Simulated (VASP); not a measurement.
# Ga8CN7 (a cell with a defect) in VASP: relaxation of the atoms with PBE

Aim: the relaxation of the atoms of Ga8CN7 (a cell with a defect) with PBE.

All numbers are computed with VASP 6.6.1; they aren't measurements. Logs are shortened: lines on timing, memory, paths and dates and some standing lists are left out, and cuts for length are marked.

## 1. The cell of the first run

The cell holds a defect, 16 atoms: a = 5.243 Å, b = 6.437 Å, c = 6.437 Å, α = 120.00°, β = 90.00°, γ = 90.00°.

## 2. Relaxation of the atoms, PBE

INCAR reads:

```
SYSTEM = Ga8CN7
PREC = Accurate ; ENCUT = 520
EDIFF = 1E-6 ; ISMEAR = 0
SIGMA = 0.01 ; LREAL = Auto
LASPH = .TRUE. ; NELM = 80
ALGO = Normal ; ISIF = 2
LWAVE = .FALSE. ; LCHARG = .FALSE.
GGA = PE ; IBRION = 2
NSW = 65 ; EDIFFG = -0.025
NELECT = 144.0
```

KPOINTS reads:

```
regular mesh
0
G
  3 3 3
  0 0 0
```

POSCAR reads:

```
Ga8CN7
1.0
    0.0000000000      0.0000000000     -5.2430305161
    3.2184289158     -5.5744824027      0.0000000000
   -6.4368578316      0.0000000000      0.0000000000
Ga C N
8 1 7
Direct
    0.0026325957      0.1666666667      0.3333333333
   -0.0001239299      0.6665086535      0.3330173069
   -0.0001239299      0.1669826931      0.8334913465
   -0.0001239299      0.6665086535      0.8334913465
    0.4987869315      0.3331917463      0.1668082537
    0.4987869315      0.8336165074      0.1668082537
    0.4987869315      0.3331917463      0.6663834926
    0.4999312816      0.8333333333      0.6666666667
    0.6288603249      0.1666666667      0.3333333333
    0.6241297783      0.6669090861      0.3338181723
    0.6241297783      0.1661818277      0.8330909139
    0.6241297783      0.6669090861      0.8330909139
    0.1256148880      0.3353936105      0.1646063895
    0.1256148880      0.8292127791      0.1646063895
    0.1256148880      0.3353936105      0.6707872209
    0.1233527940      0.8333333333      0.6666666667
```

Potentials or basis: VASP PAW PBE potentials, release 64 (Ga_d, C, N).

Started as:

```sh
cat potpaw_PBE.64/Ga_d/POTCAR potpaw_PBE.64/C/POTCAR potpaw_PBE.64/N/POTCAR > POTCAR
mpirun -np 1 vasp_std > vasp.out
```

OUTCAR:

```text
SYSTEM = Ga8CN7
   PREC = Accurate
   ENCUT = 520
   EDIFF = 1E-6
   ISMEAR = 0
   LREAL = Auto
   LASPH = .TRUE.
   NELM = 80
   ISIF = 2
   GGA = PE
   IBRION = 2
   NSW = 65
   EDIFFG = -0.025
   NELECT = 144.0

 ion  position               nearest neighbor table
   1  0.003  0.167  0.333-   9 1.96  14 1.99  13 1.99  15 1.99
   2  1.000  0.667  0.333-  13 1.96  14 1.96  16 1.97  10 1.97
   3  1.000  0.167  0.833-  15 1.96  13 1.96  16 1.97  11 1.97
   4  1.000  0.667  0.833-  15 1.96  14 1.96  16 1.97  12 1.97
   5  0.499  0.333  0.167-  13 1.96  10 1.97  11 1.97   9 1.98
   6  0.499  0.834  0.167-  14 1.96  12 1.97  10 1.97   9 1.98
[... 8 lines left out ...]
  15  0.126  0.335  0.671-   7 1.96   4 1.96   3 1.96   1 1.99
  16  0.123  0.833  0.667-   4 1.97   3 1.97   2 1.97   8 1.97

  LATTYP: Found a hexagonal cell.
 ALAT       =     6.4368578316
 C/A-ratio  =     0.8145325954

  Lattice vectors:

 A1 = (   3.2184289158,  -5.5744824027,   0.0000000000)
 A2 = (  -6.4368578316,   0.0000000000,   0.0000000000)
 A3 = (   0.0000000000,   0.0000000000,  -5.2430305161)

Analysis of symmetry for initial positions (statically):
=====================================================================
 Subroutine PRICEL returns:
 Original cell was already a primitive cell.

 Routine SETGRP: Setting up the symmetry group for a
 hexagonal supercell.

 Subroutine GETGRP returns: Found  6 space group operations
 (whereof  2 operations were pure point group operations)
 out of a pool of 24 trial point group operations.

The static configuration has the point symmetry C_1h.
 The point group associated with its full space group is C_3v.

Analysis of symmetry for dynamics (positions and initial velocities):
=====================================================================
 Subroutine PRICEL returns:
 Original cell was already a primitive cell.

 Routine SETGRP: Setting up the symmetry group for a
 hexagonal supercell.

 Subroutine GETGRP returns: Found  6 space group operations
 (whereof  2 operations were pure point group operations)
 out of a pool of 24 trial point group operations.

The dynamic configuration has the point symmetry C_1h.
 The point group associated with its full space group is C_3v.

 Subroutine INISYM returns: Found  6 space group operations
 (whereof  2 operations are pure point group operations),
 and found     1 'primitive' translations

----------------------------------------------------------------------------------------

                                     Primitive cell

  volume of cell :     188.1312

  direct lattice vectors                    reciprocal lattice vectors
     0.000000000  0.000000000 -5.243030516     0.000000000  0.000000000 -0.190729388
     3.218428916 -5.574482403  0.000000000     0.000000000 -0.179388852  0.000000000
    -6.436857832  0.000000000  0.000000000    -0.155355303 -0.089694426  0.000000000

  length of vectors
     5.243030516  6.436857832  6.436857832     0.190729388  0.179388852  0.179388852

  position of ions in fractional coordinates (direct lattice)
     0.002632596  0.166666667  0.333333333
     0.999876070  0.666508654  0.333017307
     0.999876070  0.166982693  0.833491346
     0.999876070  0.666508654  0.833491346
     0.498786931  0.333191746  0.166808254
     0.498786931  0.833616507  0.166808254
[... 8 lines left out ...]
     0.125614888  0.335393610  0.670787221
     0.123352794  0.833333333  0.666666667

  ion indices of the primitive-cell ions
   primitive index   ion index
                 1           1
                 2           2
                 3           3
                 4           4
                 5           5
                 6           6
[... 8 lines left out ...]
                15          15
                16          16

----------------------------------------------------------------------------------------

 KPOINTS: regular mesh

Automatic generation of k-mesh.
 Grid dimensions read from file:
 generate k-points for:    3    3    3

 Generating k-lattice:

  Cartesian coordinates                     Fractional coordinates (reciprocal lattice)
     0.000000000  0.000000000 -0.063576463     0.333333333  0.000000000  0.000000000
     0.000000000 -0.059796284  0.000000000     0.000000000  0.333333333  0.000000000
    -0.051785101 -0.029898142  0.000000000     0.000000000  0.000000000  0.333333333

  Length of vectors
     0.063576463  0.059796284  0.059796284

  Shift w.r.t. Gamma in fractional coordinates (k-lattice)
     0.000000000  0.000000000  0.000000000

 Subroutine IBZKPT returns following result:
 ===========================================

 Found      7 irreducible k-points:

 Following reciprocal coordinates:
            Coordinates               Weight
  0.000000  0.000000  0.000000      1.000000
  0.333333  0.000000  0.000000      2.000000
  0.000000  0.333333  0.000000      6.000000
  0.333333  0.333333  0.000000      6.000000
  0.333333 -0.000000  0.333333      6.000000
  0.000000  0.333333  0.333333      2.000000
  0.333333  0.333333  0.333333      4.000000
   k-points           NKPTS =      7   k-points in BZ     NKDIM =      7   number of bands    NBANDS=     86
   number of dos      NEDOS =    301   number of ions     NIONS =     16
   total plane-waves  NPLWV =  92160
   dimension x,y,z NGX =    40 NGY =   48 NGZ =   48
   dimension x,y,z NGXF=    80 NGYF=   96 NGZF=   96
   ions per type =               8   1   7
   NGX,Y,Z   is equivalent  to a cutoff of  12.68, 12.40, 12.40 a.u.
   NGXF,Y,Z  is equivalent  to a cutoff of  25.37, 24.79, 24.79 a.u.
 SYSTEM =  Ga8CN7
   PREC   = accura    normal or accurate (medium, high low for compatibility)
   ISTART =      0    job   : 0-new  1-cont  2-samecut
   ICHARG =      2    charge: 1-file 2-atom 10-const
   ISPIN  =      1    spin polarized calculation?
   LNONCOLLINEAR =      F non collinear calculations
   LSORBIT =      F    spin-orbit coupling
   LASPH  =      T    aspherical Exc in radial PAW
   ENCUT  =  520.0 eV  38.22 Ry    6.18 a.u.   9.75 11.97 11.97*2*pi/ulx,y,z
   NELM   =     80;   NELMIN=  2; NELMDL= -5     # of ELM steps
   EDIFF  = 0.1E-05   stopping-criterion for ELM
   LREAL  =      T    real-space projection
   EDIFFG = -.3E-01   stopping-criterion for IOM
   NSW    =     65    number of steps for IOM
   IBRION =      2    ionic relax: 0-MD 1-quasi-New 2-CG
   NFREE  =      1    steps in history (QN), initial steepest desc. (CG)
   ISIF   =      2    stress and relaxation
   ISYM   =      2    0-nonsym 1-usesym 2-fastsym
   POTIM  = 0.5000    time-step for ionic-motion
   TEBEG  =    0.0;   TEEND  =   0.0 temperature during run
   PSTRESS=    0.0 pullay stress
   NELECT =     144.0000    total number of electrons
   NUPDOWN=      -1.0000    fix difference up-down
   EMIN   =  10.00;   EMAX   =-10.00  energy-range for DOS
   EFERMI =   0.00;   METHOD = LEGACY
   ISMEAR =     0;   SIGMA  =   0.01  broadening in eV -4-tet -1-fermi 0-gaus
   EFERMI_NEDOS =   21; number of points for ismear=-14 and -15
   IALGO  =     38    algorithm
   IMIX   =      4    mixing-type and parameters
     AMIX     =   0.40;   BMIX     =  1.00
     AMIX_MAG =   1.60;   BMIX_MAG =  1.00
  volume/ion in A,a.u.               =      11.76        79.35
  Fermi-wavevector in a.u.,A,eV,Ry     =   1.497529  2.829920 30.512351  2.242595
  Thomas-Fermi vector in A             =   2.609406
   LORBIT       =      0    0 simple, 1 ext, 2 COOP (PROOUT), +10 PAW based schemes
   GGA     = PE    functional components
   LHFCALC =     F    Hartree Fock is set to
   AEXX    =    0.0000 exact exchange contribution
   IVDW    =     0    specifies the selected vdW correction
   LEPSILON=     F    determine dielectric tensor
   LRPA    =     F    only Hartree local field effects (RPA)
 conjugate gradient relaxation of ions
 non-spin polarized calculation
 Gauss-broadening in eV      SIGMA  =   0.01
  energy-cutoff  :      520.00
  volume of cell :      188.13
 maximum number of plane-waves:      5076
 NGX is ok and might be reduce to    40
   NGX = 19   NGY = 23   NGZ = 23

--------------------------------------- Ionic step        1  -------------------------------------------

 number of electron     143.9999825 magnetization

 Free energy of the ion-electron system (eV)
  ---------------------------------------------------
  ext. energy  EPLUGINS =         0.00000000
  ---------------------------------------------------
  free energy    TOTEN  =       -89.37405257 eV

  energy without entropy =      -89.37405257  energy(sigma->0) =      -89.37405257

------------------------ aborting loop because EDIFF is reached ----------------------------------------

  FORCE on cell =-STRESS in cart. coord.  units (eV):
  Direction    XX          YY          ZZ          XY          YZ          ZX
  --------------------------------------------------------------------------------------
  -------------------------------------------------------------------------------------
  Total       13.1433056     13.1433056     14.5206294      0.0000000      0.0000000      0.0000000
  in kB      111.9320190    111.9320190    123.6616883      0.0000000      0.0000000      0.0000000
  external PRESSURE =     115.8419088 kB  Pullay stress =       0.0000000 kB
[... 235 lines left out ...]
  energy  without entropy=      -89.4560872208  energy(sigma->0) =      -89.45608722

--------------------------------------- Ionic step        6  -------------------------------------------

 number of electron     143.9999949 magnetization

 Free energy of the ion-electron system (eV)
  ---------------------------------------------------
  ext. energy  EPLUGINS =         0.00000000
  ---------------------------------------------------
  free energy    TOTEN  =       -89.45626525 eV

  energy without entropy =      -89.45626525  energy(sigma->0) =      -89.45626525

 E-fermi :   5.7536     XC(G=0): -11.5970

 val. band max:        5.7062110604   @ k =   0.0000   0.0000   0.0000
 cond. band min:       7.0708375827   @ k =   0.0000   0.0000   0.0000
 fundamental gap:      1.3646265224
 Fermi energy:         5.7535615522

 k-point     1 :       0.0000    0.0000    0.0000
  band No.  band energies     occupation
      1     -10.6791      2.00000
      2      -9.9790      2.00000
      3      -9.9306      2.00000
      4      -9.9306      2.00000
      5      -9.9138      2.00000
      6      -9.7777      2.00000
[... 598 lines left out ...]
     83      12.1624      0.00000
     84      12.5595      0.00000
 [bands above 84 left out]

------------------------ aborting loop because EDIFF is reached ----------------------------------------

  FORCE on cell =-STRESS in cart. coord.  units (eV):
  Direction    XX          YY          ZZ          XY          YZ          ZX
  --------------------------------------------------------------------------------------
  -------------------------------------------------------------------------------------
  Total       13.4829595     13.4829595     13.7486328      0.0000000      0.0000000     -0.0000000
  in kB      114.8246056    114.8246056    117.0871523      0.0000000      0.0000000     -0.0000000
  external PRESSURE =     115.5787878 kB  Pullay stress =       0.0000000 kB
[... 31 lines left out ...]
  FREE ENERGIE OF THE ION-ELECTRON SYSTEM (eV)
  ---------------------------------------------------
  free  energy   TOTEN  =       -89.4562652504 eV

  energy  without entropy=      -89.4562652504  energy(sigma->0) =      -89.45626525

 reached required accuracy - stopping structural energy minimisation
```

It took 15 min on 1 thread of Intel Xeon Platinum 8259CL at 2.50GHz (Skylake/Cascade Lake), shared host; peak memory 0.34 GiB.

What came out:

```yaml
Free_energy: -89.4563 eV
Energy_gained_by_relaxing: 5.1 meV/atom
Ionic_steps: 6
Largest_force_after_relaxing: 0.023 eV/Å
```

Forces in eV/Å, atoms in the order of the input:
```
Ga   0.000  0.000  0.023
Ga  -0.001  0.000 -0.001
Ga   0.000  0.001 -0.001
Ga   0.001  0.000 -0.001
Ga   0.005 -0.003  0.001
Ga   0.000  0.006  0.001
Ga  -0.005 -0.003  0.001
Ga   0.000  0.000 -0.008
C    0.000  0.000 -0.004
N    0.000  0.000 -0.011
N    0.000  0.000 -0.011
N    0.000  0.000 -0.011
N    0.002 -0.001  0.007
N    0.000  0.003  0.007
N   -0.002 -0.001  0.007
N    0.000  0.000  0.000
```

Step by step:
| step | energy change (eV) | largest force (eV/Å) | pressure (GPa) |
| --- | --- | --- | --- |
| 1 | 0.0000 | 1.0403 | 11.58 |
| 2 | -0.0710 | 0.3682 | 11.62 |
| 3 | -0.0798 | 0.1242 | 11.55 |
| 4 | -0.0820 | 0.0316 | 11.57 |
| 5 | -0.0820 | 0.0461 | 11.54 |
| 6 | -0.0822 | 0.0227 | 11.56 |

Final structure:
```
Ga C N
1.0
     0.00000    0.00000   -5.24303
     3.21843   -5.57448    0.00000
    -6.43686    0.00000    0.00000
Ga C N
8 1 7
Cartesian
  -1.6092 -0.9291 -5.2306
  0.0110 -3.7100 -5.2349
  -4.8276 -0.9418 -5.2349
  -3.2295 -3.7100 -5.2349
  -0.0280 -1.8420 -2.6385
  1.6092 -4.6777 -2.6385
  -3.1905 -1.8420 -2.6385
  -1.6092 -4.6454 -2.6360
  -1.6092 -0.9291 -3.2790
  0.0022 -3.7151 -3.2667
  -4.8276 -0.9316 -3.2667
  -3.2206 -3.7151 -3.2667
  0.0195 -1.8694 -0.6579
  1.6092 -4.6229 -0.6579
  -3.2379 -1.8694 -0.6579
  -1.6092 -4.6454 -0.6475
```

Levels at points of the mesh, in eV from the Fermi level:
| k point | band 68 | band 69 | band 70 | band 71 | band 72 | band 73 | band 74 | band 75 | band 76 | band 77 |
| --- | --- | --- | --- | --- | --- | --- | --- | --- | --- | --- |
| (0.00, 0.00, 0.00) | -1.34 | -1.34 | -0.39 | -0.05 | -0.05 | 1.32 | 3.38 | 4.11 | 4.13 | 4.13 |

Caveat: the cell carries a net charge on a neutralising background, which shifts energy and pressure; the cell is charged against a uniform background, so pressure and absolute levels hang on convention.
